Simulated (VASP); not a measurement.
# NbTe (P-6m2) in VASP: notebook, part 2 of 2

VASP 6.6.1. Earlier steps stand in the parts before.

## Step 3: Single point, HSE06

This run uses another cell than the first one, of 20.62 Å³/atom.

Input file POSCAR:

```
NbTe
1.0
    3.6273822700      0.0000000000      0.0000000000
   -1.8136911350      3.1414051951      0.0000000000
    0.0000000000      0.0000000000      3.6187977783
Te Nb
1 1
Direct
    0.6666666667      0.3333333333      0.0000000000
    0.0000000000      0.0000000000      0.5000000000
```

Input file INCAR.step1:

```
SYSTEM = NbTe
PREC = Accurate
ENCUT = 520
EDIFF = 1E-5
ISMEAR = -1
SIGMA = 0.05
LREAL = .False.
LASPH = .True.
NELM = 100
ALGO = Normal
ISIF = 2
LWAVE = .True.
LCHARG = .False.
NBANDS = 16
GGA = PE
```

Input file INCAR.step2:

```
SYSTEM = NbTe
PREC = Accurate
ENCUT = 520
EDIFF = 1E-6
ISMEAR = -1
SIGMA = 0.05
LREAL = .False.
LASPH = .True.
NELM = 100
ALGO = Normal
ISIF = 2
LWAVE = .False.
LCHARG = .False.
GGA = PE
LHFCALC = .True.
HFSCREEN = 0.2079
PRECFOCK = Normal
NBANDS = 16
ISTART = 1
```

Input file KPOINTS:

```
Automatic mesh
0
Gamma
  6 6 4
  0 0 0
```

Potentials or basis: VASP PAW PBE potentials, release 64 (Te, Nb_sv).

Run with:

```
cat potpaw_PBE.64/Te/POTCAR potpaw_PBE.64/Nb_sv/POTCAR > POTCAR
cp INCAR.step1 INCAR
mpirun -np 1 vasp_std > vasp.out
cp INCAR.step2 INCAR
mpirun -np 1 vasp_std > vasp.out
```

OUTCAR:

```text
SYSTEM = NbTe
   PREC = Accurate
   ENCUT = 520
   EDIFF = 1E-6
   ISMEAR = -1
   LREAL = .False.
   LASPH = .True.
   NELM = 100
   ISIF = 2
   GGA = PE
   LHFCALC = .True.
   HFSCREEN = 0.2079
   PRECFOCK = Normal
   ISTART = 1

 ion  position               nearest neighbor table
   1  0.667  0.333  0.000-   2 2.77   2 2.77   2 2.77   2 2.77   2 2.77   2 2.77
   2  0.000  0.000  0.500-   1 2.77   1 2.77   1 2.77   1 2.77   1 2.77   1 2.77

  LATTYP: Found a hexagonal cell.
 ALAT       =     3.6273822700
 C/A-ratio  =     0.9976334196

  Lattice vectors:

 A1 = (   3.6273822700,   0.0000000000,   0.0000000000)
 A2 = (  -1.8136911350,   3.1414051951,   0.0000000000)
 A3 = (   0.0000000000,   0.0000000000,   3.6187977783)

Analysis of symmetry for initial positions (statically):
=====================================================================
 Subroutine PRICEL returns:
 Original cell was already a primitive cell.

 Routine SETGRP: Setting up the symmetry group for a
 hexagonal supercell.

 Subroutine GETGRP returns: Found 12 space group operations
 (whereof 12 operations were pure point group operations)
 out of a pool of 24 trial point group operations.

The static configuration has the point symmetry D_3h.

Analysis of symmetry for dynamics (positions and initial velocities):
=====================================================================
 Subroutine PRICEL returns:
 Original cell was already a primitive cell.

 Routine SETGRP: Setting up the symmetry group for a
 hexagonal supercell.

 Subroutine GETGRP returns: Found 12 space group operations
 (whereof 12 operations were pure point group operations)
[... 117 lines left out ...]
     AMIX     =   0.40;   BMIX     =  1.00
     AMIX_MAG =   1.60;   BMIX_MAG =  1.00
  volume/ion in A,a.u.               =      20.62       139.14
  Fermi-wavevector in a.u.,A,eV,Ry     =   1.264442  2.389448 21.753171  1.598813
  Thomas-Fermi vector in A             =   2.397747
   LORBIT       =      0    0 simple, 1 ext, 2 COOP (PROOUT), +10 PAW based schemes
   GGA     = PE    functional components
   LHFCALC =     T    Hartree Fock is set to
   PRECFOCK=normal    Normal, Fast or Accurate (Low or Medium for compatibility)
   ENCUT4O =  -1.0   cutoff for four orbital integrals eV
   NKREDX  =     1    reduce k-point grid by
   NKREDY  =     1    reduce k-point grid by
   NKREDZ  =     1    reduce k-point grid by
   AEXX    =    0.2500 exact exchange contribution
   HFSCREEN=    0.2079 screening length (either q_TF or 0.3 A-1)
   HFSCREENC=   0.2079 screening length for correlation (either q_TF or 0.3 A-1)
   ENCUTFOCK=  -1.0 apply spherical cutoff to Coloumb kernel
   IVDW    =     0    specifies the selected vdW correction
   LEPSILON=     F    determine dielectric tensor
   LRPA    =     F    only Hartree local field effects (RPA)
 non-spin polarized calculation
  energy-cutoff  :      520.00
  volume of cell :       41.24
 maximum number of plane-waves:      1132
 NGX is ok and might be reduce to    28
  NGX = 24; NGY = 24; NGZ = 24

 number of electron      19.0000001 magnetization

 Free energy of the ion-electron system (eV)
  ---------------------------------------------------
  ext. energy  EPLUGINS =         0.00000000
  ---------------------------------------------------
  free energy    TOTEN  =       -16.31966287 eV

  energy without entropy =      -16.31305486  energy(sigma->0) =      -16.31635886

 E-fermi :  12.0697     XC(G=0):  -9.5235

 val. band max:       11.9645071346   @ k =   0.1667   0.0000   0.0000
 cond. band min:      12.0876896902   @ k =   0.0000   0.0000   0.0000
 fundamental gap:      0.1231825555
 Fermi energy:        12.0697240916

 k-point     1 :       0.0000    0.0000    0.0000
  band No.  band energies     occupation
      1     -47.5842      2.00000
      2     -22.3810      2.00000
      3     -22.2018      2.00000
      4     -22.2018      2.00000
      5      -4.3371      2.00000
      6       8.0108      2.00000
[... 376 lines left out ...]
      3     -22.3449      2.00000
      4     -22.3257      2.00000
      5      -1.6895      2.00000
      6       4.3455      2.00000
[... 8 lines left out ...]
     15      16.4904      0.00000
     16      21.6127      0.00000

------------------------ aborting loop because EDIFF is reached ----------------------------------------

  FORCE on cell =-STRESS in cart. coord.  units (eV):
  Direction    XX          YY          ZZ          XY          YZ          ZX
  --------------------------------------------------------------------------------------
  -------------------------------------------------------------------------------------
  Total        0.2718118      0.2718118      1.5177227      0.0000000      0.0000000      0.0000000
  in kB       10.5608122     10.5608122     58.9686812      0.0000000      0.0000000      0.0000000
  external PRESSURE =      26.6967685 kB  Pullay stress =       0.0000000 kB

 VOLUME and BASIS-vectors are now :
 -----------------------------------------------------------------------------
  energy-cutoff  :      520.00
  volume of cell :       41.24
      direct lattice vectors                 reciprocal lattice vectors
     3.627382270  0.000000000  0.000000000     0.275680898  0.159164440  0.000000000
    -1.813691135  3.141405195  0.000000000     0.000000000  0.318328881  0.000000000
     0.000000000  0.000000000  3.618797778     0.000000000  0.000000000  0.276334866

 POSITION                                       TOTAL-FORCE (eV/Angst)
 -----------------------------------------------------------------------------------
      1.81369      1.04714      0.00000         0.000000     -0.000000      0.000000
      0.00000      0.00000      1.80940        -0.000000      0.000000      0.000000
 -----------------------------------------------------------------------------------
    total drift:                                0.000002     -0.000001     -0.000007

  FREE ENERGIE OF THE ION-ELECTRON SYSTEM (eV)
  ---------------------------------------------------
  free  energy   TOTEN  =       -16.3196628701 eV

  energy  without entropy=      -16.3130548596  energy(sigma->0) =      -16.31635886
```

OUTCAR.step1:

```text
SYSTEM = NbTe
   PREC = Accurate
   ENCUT = 520
   EDIFF = 1E-5
   ISMEAR = -1
   LREAL = .False.
[... 616 lines left out ...]
      1.81369      1.04714      0.00000         0.000000     -0.000000      0.000000
      0.00000      0.00000      1.80940        -0.000000      0.000000      0.000000
 -----------------------------------------------------------------------------------
    total drift:                               -0.000000      0.000000     -0.000000

  FREE ENERGIE OF THE ION-ELECTRON SYSTEM (eV)
  ---------------------------------------------------
  free  energy   TOTEN  =       -13.5934411642 eV

  energy  without entropy=      -13.5819179586  energy(sigma->0) =      -13.58767956
```

Run time: 1.5 h. Hardware: 1 thread of Intel Xeon 8259CL, shared host; peak memory 0.3 GiB.

What came out:

```yaml
Free_energy: -16.3197 eV
Pressure: 2.7 GPa
Band_gap_on_the_k_mesh: zero (an odd number of electrons rules out a gap without spin polarisation)
```

Stress tensor (GPa, compression positive):
```
1.06 0.00 0.00
0.00 1.06 0.00
0.00 0.00 5.90
```

Caveat: the k points lie up to 0.43 Å⁻¹ apart, too coarse for converged energies and pressures of a metal; the PAW data sets were made with another functional, which shifts forces and pressure a little; spin-orbit coupling is left out, which moves the levels of the heavy elements.

The gap in the log of VASP goes by the Fermi energy; the results here count the filled bands.